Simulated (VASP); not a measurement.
# SrAg2B2 (C2/m) in VASP: relaxation of cell and atoms with PBE

Aim: the relaxation of cell and atoms of SrAg2B2 with PBE.

Everything below comes from runs of VASP 6.6.1. Logs are shortened: lines on timing, memory, paths and dates and some standing lists are left out, and cuts for length are marked.

### Step 1. The cell of the first run

Symmetry: C2/m, No. 12, monoclinic system. Conventional cell: a = 7.155 Å, b = 4.154 Å, c = 6.389 Å, α = 90.00°, β = 111.35°, γ = 90.00°. Within 4.2 Å of Sr (site symmetry 2/m) lie 6 B at 3.22 Å and 8 Ag at 3.27 to 3.70 Å and 6 Sr at 4.14 to 4.15 Å. Ag (site symmetry m) has 6 B at 2.39 to 2.86 Å and 3 Ag at 2.79 to 2.81 Å and 3 Sr at 3.27 to 3.29 Å within 3.3 Å. Within 2.2 Å of B (site symmetry m) lie 1 B at 1.63 Å.

The cell was generated, and may not be a known phase.

### Step 2. Relaxation of cell and atoms, PBE

File INCAR:

```
PREC = Accurate ; ENCUT = 600
EDIFF = 1E-7 ; ISMEAR = 0
SIGMA = 0.1 ; LREAL = F
LASPH = T ; NELM = 100
ALGO = Fast ; ISIF = 3
LWAVE = F ; LCHARG = F
GGA = PE ; IBRION = 2
NSW = 100 ; EDIFFG = -0.01
```

File KPOINTS:

```
regular mesh
0
Gamma
  10 10 6
```

File POSCAR:

```
SrAg2B2
1.0
    3.5776569985     -2.0771433940      0.0000000000
    3.5776569985      2.0771433940      0.0000000000
   -2.3262491831      0.0000000000      5.9500066402
Sr Ag B
1 2 2
Direct
    0.0000000000      0.0000000000      0.5000000000
    0.2076396272      0.2076396272      0.1214007873
    0.7923603728      0.7923603728      0.8785992127
    0.4524087154      0.4524087154      0.8628294787
    0.5475912846      0.5475912846      0.1371705213
```

Potentials or basis: VASP PAW PBE potentials, release 64 (Sr_sv, Ag, B).

Launch:

```bash
$ cat potpaw_PBE.64/Sr_sv/POTCAR potpaw_PBE.64/Ag/POTCAR potpaw_PBE.64/B/POTCAR > POTCAR
$ mpirun -np 1 vasp_std > vasp.out
```

OUTCAR:

```text
PREC = Accurate
   ENCUT = 600
   EDIFF = 1E-7
   ISMEAR = 0
   LREAL = F
   LASPH = T
   NELM = 100
   ISIF = 3
   GGA = PE
   IBRION = 2
   NSW = 100
   EDIFFG = -0.01

 ion  position               nearest neighbor table
   1  0.000  0.000  0.500-   5 3.22   5 3.22   4 3.22   4 3.22   4 3.22   5 3.22   2 3.27   3 3.27
                             2 3.29   3 3.29   2 3.29   3 3.29   2 3.70   3 3.70
   2  0.208  0.208  0.121-   5 2.39   5 2.39   5 2.40   3 2.79   3 2.79   3 2.81   4 2.81   4 2.86
                             4 2.86   1 3.27   1 3.29   1 3.29   1 3.70
   3  0.792  0.792  0.879-   4 2.39   4 2.39   4 2.40   2 2.79   2 2.79   2 2.81   5 2.81   5 2.86
                             5 2.86   1 3.27   1 3.29   1 3.29   1 3.70
   4  0.452  0.452  0.863-   5 1.63   3 2.39   3 2.39   3 2.40   2 2.81   2 2.86   2 2.86   1 3.22
                             1 3.22   1 3.22
   5  0.548  0.548  0.137-   4 1.63   2 2.39   2 2.39   2 2.40   3 2.81   3 2.86   3 2.86   1 3.22
                             1 3.22   1 3.22

  LATTYP: Found a base centered monoclinic cell.
 ALAT       =     7.1553139970
 B/A-ratio  =     0.5805876290
 C/A-ratio  =     0.8928447707
 COS(beta)  =    -0.3641259055

  Lattice vectors:

 A1 = (   3.5776569985,  -2.0771433940,   0.0000000000)
 A2 = (   3.5776569985,   2.0771433940,   0.0000000000)
 A3 = (  -2.3262491831,   0.0000000000,   5.9500066402)

Analysis of symmetry for initial positions (statically):
=====================================================================
 Subroutine PRICEL returns:
 Original cell was already a primitive cell.

 Routine SETGRP: Setting up the symmetry group for a
 base centered monoclinic supercell.

 Subroutine GETGRP returns: Found  4 space group operations
 (whereof  4 operations were pure point group operations)
 out of a pool of  4 trial point group operations.

The static configuration has the point symmetry C_2h.

Analysis of symmetry for dynamics (positions and initial velocities):
=====================================================================
 Subroutine PRICEL returns:
 Original cell was already a primitive cell.

 Routine SETGRP: Setting up the symmetry group for a
 base centered monoclinic supercell.

 Subroutine GETGRP returns: Found  4 space group operations
 (whereof  4 operations were pure point group operations)
 out of a pool of  4 trial point group operations.

The dynamic configuration has the point symmetry C_2h.

 Subroutine INISYM returns: Found  4 space group operations
 (whereof  4 operations are pure point group operations),
 and found     1 'primitive' translations

----------------------------------------------------------------------------------------

                                     Primitive cell

  volume of cell :      88.4326

  direct lattice vectors                    reciprocal lattice vectors
     3.577656999 -2.077143394  0.000000000     0.139756271 -0.240715206  0.054639924
     3.577656999  2.077143394  0.000000000     0.139756271  0.240715206  0.054639924
    -2.326249183  0.000000000  5.950006640     0.000000000  0.000000000  0.168067039

  length of vectors
     4.136925704  4.136925704  6.388584685     0.283656741  0.283656741  0.168067039

  position of ions in fractional coordinates (direct lattice)
     1.000000000  1.000000000  0.500000000
     0.207639627  0.207639627  0.121400787
     0.792360373  0.792360373  0.878599213
     0.452408715  0.452408715  0.862829479
     0.547591285  0.547591285  0.137170521

  ion indices of the primitive-cell ions
   primitive index   ion index
                 1           1
                 2           2
                 3           3
                 4           4
                 5           5

----------------------------------------------------------------------------------------

 KPOINTS: regular mesh

Automatic generation of k-mesh.
 Grid dimensions read from file:
 generate k-points for:   10   10    6

 Generating k-lattice:

  Cartesian coordinates                     Fractional coordinates (reciprocal lattice)
     0.013975627 -0.024071521  0.005463992     0.100000000  0.000000000 -0.000000000
     0.013975627  0.024071521  0.005463992     0.000000000  0.100000000 -0.000000000
     0.000000000  0.000000000  0.028011173     0.000000000  0.000000000  0.166666667

  Length of vectors
     0.028365674  0.028365674  0.028011173

  Shift w.r.t. Gamma in fractional coordinates (k-lattice)
     0.000000000  0.000000000  0.000000000

 Subroutine IBZKPT returns following result:
 ===========================================

 Found    172 irreducible k-points:

 Following reciprocal coordinates:
            Coordinates               Weight
  0.000000  0.000000  0.000000      1.000000
  0.100000 -0.000000  0.000000      4.000000
  0.200000 -0.000000  0.000000      4.000000
  0.300000 -0.000000  0.000000      4.000000
  0.400000  0.000000  0.000000      4.000000
  0.500000 -0.000000  0.000000      2.000000
[... 16 lines left out ...]
  0.300000  0.300000  0.000000      2.000000
  0.400000  0.300000  0.000000      4.000000
 [... further k-points ...]
   k-points           NKPTS =    172   k-points in BZ     NKDIM =    172   number of bands    NBANDS=     23
   number of dos      NEDOS =    301   number of ions     NIONS =      5
   total plane-waves  NPLWV =  69984
   dimension x,y,z NGX =    36 NGY =   36 NGZ =   54
   dimension x,y,z NGXF=    72 NGYF=   72 NGZF=  108
   ions per type =               1   2   2
   NGX,Y,Z   is equivalent  to a cutoff of  14.47, 14.47, 14.05 a.u.
   NGXF,Y,Z  is equivalent  to a cutoff of  28.93, 28.93, 28.10 a.u.
 SYSTEM =  unknown system
   PREC   = accura    normal or accurate (medium, high low for compatibility)
   ISTART =      0    job   : 0-new  1-cont  2-samecut
   ICHARG =      2    charge: 1-file 2-atom 10-const
   ISPIN  =      1    spin polarized calculation?
   LNONCOLLINEAR =      F non collinear calculations
   LSORBIT =      F    spin-orbit coupling
   LASPH  =      T    aspherical Exc in radial PAW
   ENCUT  =  600.0 eV  44.10 Ry    6.64 a.u.   8.26  8.26 12.76*2*pi/ulx,y,z
   NELM   =    100;   NELMIN=  2; NELMDL= -5     # of ELM steps
   EDIFF  = 0.1E-06   stopping-criterion for ELM
   LREAL  =      F    real-space projection
   EDIFFG = -.1E-01   stopping-criterion for IOM
   NSW    =    100    number of steps for IOM
   IBRION =      2    ionic relax: 0-MD 1-quasi-New 2-CG
   NFREE  =      1    steps in history (QN), initial steepest desc. (CG)
   ISIF   =      3    stress and relaxation
   ISYM   =      2    0-nonsym 1-usesym 2-fastsym
   POTIM  = 0.5000    time-step for ionic-motion
   TEBEG  =    0.0;   TEEND  =   0.0 temperature during run
   PSTRESS=    0.0 pullay stress
   NELECT =      38.0000    total number of electrons
   NUPDOWN=      -1.0000    fix difference up-down
   EMIN   =  10.00;   EMAX   =-10.00  energy-range for DOS
   EFERMI =   0.00;   METHOD = LEGACY
   ISMEAR =     0;   SIGMA  =   0.10  broadening in eV -4-tet -1-fermi 0-gaus
   EFERMI_NEDOS =   21; number of points for ismear=-14 and -15
   IALGO  =     68    algorithm
   IMIX   =      4    mixing-type and parameters
     AMIX     =   0.40;   BMIX     =  1.00
     AMIX_MAG =   1.60;   BMIX_MAG =  1.00
  volume/ion in A,a.u.               =      17.69       119.35
  Fermi-wavevector in a.u.,A,eV,Ry     =   1.235374  2.334519 20.764520  1.526149
  Thomas-Fermi vector in A             =   2.370026
   LORBIT       =      0    0 simple, 1 ext, 2 COOP (PROOUT), +10 PAW based schemes
   GGA     = PE    functional components
   LHFCALC =     F    Hartree Fock is set to
   AEXX    =    0.0000 exact exchange contribution
   IVDW    =     0    specifies the selected vdW correction
   LEPSILON=     F    determine dielectric tensor
   LRPA    =     F    only Hartree local field effects (RPA)
 conjugate gradient relaxation of ions
 non-spin polarized calculation
 RMM-DIIS sequential band-by-band and
 Gauss-broadening in eV      SIGMA  =   0.10
  energy-cutoff  :      600.00
  volume of cell :       88.43
 maximum number of plane-waves:      2970
 NGX is ok and might be reduce to    36
   NGX = 17   NGY = 17   NGZ = 25

--------------------------------------- Ionic step        1  -------------------------------------------

 number of electron      38.0000001 magnetization

 Free energy of the ion-electron system (eV)
  ---------------------------------------------------
  ext. energy  EPLUGINS =         0.00000000
  ---------------------------------------------------
  free energy    TOTEN  =       -18.89973438 eV

  energy without entropy =      -18.89215396  energy(sigma->0) =      -18.89594417

------------------------ aborting loop because EDIFF is reached ----------------------------------------

  FORCE on cell =-STRESS in cart. coord.  units (eV):
  Direction    XX          YY          ZZ          XY          YZ          ZX
  --------------------------------------------------------------------------------------
  -------------------------------------------------------------------------------------
  Total       -0.1856567     -0.2522166      0.3610926      0.0000000      0.0000000     -0.1425446
  in kB       -3.3636324     -4.5695303      6.5420897      0.0000000      0.0000000     -2.5825498
  external PRESSURE =      -0.4636910 kB  Pullay stress =       0.0000000 kB
[... 180 lines left out ...]
  energy  without entropy=      -18.8951879213  energy(sigma->0) =      -18.89869257

--------------------------------------- Ionic step        6  -------------------------------------------

 number of electron      38.0000004 magnetization

 Free energy of the ion-electron system (eV)
  ---------------------------------------------------
  ext. energy  EPLUGINS =         0.00000000
  ---------------------------------------------------
  free energy    TOTEN  =       -18.90238784 eV

  energy without entropy =      -18.89536410  energy(sigma->0) =      -18.89887597

 E-fermi :   5.1601     XC(G=0): -10.4924

 val. band max:        5.1534708601   @ k =  -0.3000   0.4000   0.3333
 cond. band min:       5.1616192686   @ k =  -0.3000   0.3000   0.0000
 fundamental gap:      0.0081484084
 Fermi energy:         5.1600817097

 k-point     1 :       0.0000    0.0000    0.0000
  band No.  band energies     occupation
      1     -29.8861      2.00000
      2     -11.9675      2.00000
      3     -11.8372      2.00000
      4     -11.8315      2.00000
      5      -4.9372      2.00000
      6      -1.0757      2.00000
[... 613 lines left out ...]
     22       8.0440      0.00000
     23       9.0168      0.00000

 [... further k-points ...]

------------------------ aborting loop because EDIFF is reached ----------------------------------------

  FORCE on cell =-STRESS in cart. coord.  units (eV):
  Direction    XX          YY          ZZ          XY          YZ          ZX
  --------------------------------------------------------------------------------------
  -------------------------------------------------------------------------------------
  Total        0.0178938      0.0086813      0.0207360      0.0000000      0.0000000     -0.0077582
  in kB        0.3243972      0.1573832      0.3759248      0.0000000      0.0000000     -0.1406493
  external PRESSURE =       0.2859017 kB  Pullay stress =       0.0000000 kB
[... 20 lines left out ...]
  FREE ENERGIE OF THE ION-ELECTRON SYSTEM (eV)
  ---------------------------------------------------
  free  energy   TOTEN  =       -18.9023878415 eV

  energy  without entropy=      -18.8953641027  energy(sigma->0) =      -18.89887597

 reached required accuracy - stopping structural energy minimisation
```

It took 60 min on 1 thread of Intel Xeon 8259CL, shared host; peak memory 0.61 GiB.

What came out:

| Item | Value |
| --- | --- |
| Free energy | -18.9024 eV |
| Relaxed volume | 17.68 Å³/atom |
| Relaxed cell | a = 4.123 Å, b = 4.123 Å, c = 6.441 Å, α = 108.51°, β = 108.51°, γ = 60.19° |
| Space group after relaxing (to 0.1 Å) | R-3m (No. 166) |
| Energy gained by relaxing | 0.5 meV/atom |
| Ionic steps | 6 |
| Pressure after relaxing | 0.0 GPa |
| Largest force after relaxing | 0.008 eV/Å |
| Band gap on the k mesh | zero (bands 19 and 20 overlap by 2.33 eV) |

Forces in eV/Å, atoms in the order of the input:
```
Sr   0.000  0.000  0.000
Ag   0.006  0.000  0.005
Ag  -0.006  0.000 -0.005
B    0.006  0.000  0.001
B   -0.006  0.000 -0.001
```

The path:
| step | energy change (eV) | largest force (eV/Å) | pressure (GPa) | volume (Å³) |
| --- | --- | --- | --- | --- |
| 1 | 0.0000 | 0.0522 | -0.05 | 88.43 |
| 2 | -0.0017 | 0.0918 | -0.11 | 88.37 |
| 3 | -0.0017 | 0.1155 | -0.12 | 88.35 |
| 4 | -0.0024 | 0.0144 | 0.22 | 88.14 |
| 5 | -0.0025 | 0.0141 | 0.17 | 88.17 |
| 6 | -0.0027 | 0.0080 | 0.03 | 88.38 |

Final structure:
```
Sr Ag B
1.0
     3.56720   -2.06745   -0.01301
     3.56720    2.06745   -0.01301
    -2.34113    0.00000    6.00015
Sr Ag B
1 2 2
Direct
  0.00000 0.00000 0.50000
  0.20743 0.20743 0.12105
  0.79257 0.79257 0.87895
  0.45246 0.45246 0.86323
  0.54754 0.54754 0.13677
```

Levels at points of the mesh, in eV from the Fermi level:
```
           k point  band 16  band 17  band 18  band 19  band 20  band 21  band 22  band 23
(0.00, 0.00, 0.00)    -3.23    -2.47     0.92     1.50     1.51     2.41     2.51     3.95
(0.50, 0.00, 0.00)    -4.09    -2.01    -1.49    -1.21     0.75     1.16     3.42     3.91
(0.50, 0.50, 0.00)    -3.94    -1.97    -1.43    -1.23    -0.80     2.40     2.54     4.04
(0.00, 0.00, 0.50)    -4.13    -1.20     1.24     1.25     2.09     2.30     3.83     3.98
(0.50, 0.00, 0.50)    -3.96    -1.98    -1.40    -1.20    -0.83     2.40     2.57     4.05
(0.50, 0.50, 0.50)    -4.08    -2.01    -1.52    -1.26     0.84     1.17     3.41     3.85
```
